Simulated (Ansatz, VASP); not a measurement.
# Two plane-wave programs on GaSb

```xyz
2
Lattice="-2.9596 2.9596 1.7709 2.9596 -2.9596 1.7709 2.9596 2.9596 -1.7709" Properties=species:S:1:pos:R:3 pbc="T T T"
Ga    2.9596    0.0000    0.8854
Sb    0.0000    0.0000    0.0000
```

Alike in both runs: task single point; functional PBE; k mesh 16 × 16 × 16; occupations gaussian, width 0.15 eV; no spin polarisation.

|  | VASP | Ansatz |
| --- | --- | --- |
| version | VASP 6.6.1 | Ansatz 0.2.0 |
| potentials or method | VASP PAW PBE potentials, release 64 (Ga_d, Sb), cutoff 520 eV | scalar-relativistic, plane waves, PAW |
| valence electrons in the cell | 18 | 28 |

|  | VASP | Ansatz | Ansatz less VASP |
| --- | --- | --- | --- |
| gap on the k mesh at the Fermi level (eV) | none | none | - |
| pressure (GPa) | -6.9 | -6.9 | +0.02 |
| traceless stress, the component that is largest in VASP (GPa) | 0.16 | 0.18 | +0.017 |

A gap of «none» marks a metal or a gap that the smearing closes. The functional is the same, so the differences come from potentials, cutoffs and numerics. VASP's potentials hold 18 valence electrons a cell and Ansatz's 28, so a difference there can come from the potentials and not from the codes.

Spin-orbit coupling is off throughout.
